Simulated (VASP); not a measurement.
Write the native input for VASP 6.6.1 that does the following.

- Task: single point
- Functional: r2SCAN
- Potentials or basis: VASP PAW PBE potentials, release 64 (Ge_d)
- Cutoff: 520 eV
- k mesh: 20 × 20 × 18
- Occupations: gaussian, width 0.15 eV
- Spin: no spin polarisation
- Dipole correction: no
- Further INCAR settings: ALGO = Normal; EDIFF = 1e-07; NBANDS = 13

The system is Ge.

```
CELL_PARAMETERS angstrom
1.39715 -2.60052 0.00000
1.39715 2.60052 0.00000
0.00000 0.00000 2.61728
ATOMIC_POSITIONS crystal
Ge 0.50000 0.50000 0.00000
```

This cell differs from its parent crystal: strain +0.000 along x and y, -0.030 along z.

The input as run:

POSCAR

```
Ge
1.0
    1.3971490000     -2.6005160000      0.0000000000
    1.3971490000      2.6005160000      0.0000000000
    0.0000000000      0.0000000000      2.6172840700
Ge
1
Direct
    0.5000000000      0.5000000000      0.0000000000
```

INCAR.step1

```
SYSTEM = Ge
ALGO = Normal
EDIFF = 1E-4
ENCUT = 520
GGA = PE
ISMEAR = 0
LASPH = .True.
LCHARG = .False.
LREAL = .False.
LWAVE = .True.
NBANDS = 13
NELM = 100
PREC = Accurate
SIGMA = 0.15
```

INCAR.step2

```
SYSTEM = Ge
ALGO = Normal
EDIFF = 1E-7
ENCUT = 520
ISIF = 2
ISMEAR = 0
ISTART = 1
LASPH = .True.
LCHARG = .False.
LMIXTAU = .True.
LREAL = .False.
LWAVE = .False.
METAGGA = R2SCAN
NBANDS = 13
NELM = 100
PREC = Accurate
SIGMA = 0.15
```

KPOINTS

```
k-points
0
Gamma
  20 20 18
  0 0 0
```

Potentials or basis: VASP PAW PBE potentials, release 64 (Ge_d).

Run with:

```bash
$ cat potpaw_PBE.64/Ge_d/POTCAR > POTCAR
$ cp INCAR.step1 INCAR
$ mpirun -np 1 vasp_std > vasp.out
$ cp INCAR.step2 INCAR
$ mpirun -np 1 vasp_std > vasp.out
```

Results of the run:

The pressure is -1.1 GPa. The band gap on the k mesh is zero (bands 7 and 8 overlap by 10.45 eV).

Caveat: the cell differs from its parent crystal (strain +0.000 along x and y, -0.030 along z); the stress differs along the axes, from -3 to 2 GPa; the PAW data sets were made with another functional, which shifts forces and pressure a little.

Run time: 3.7 min on 1 thread of Intel(R) Xeon(R) 6975P-C (Granite Rapids) (shared host), peak memory 0.35 GiB.
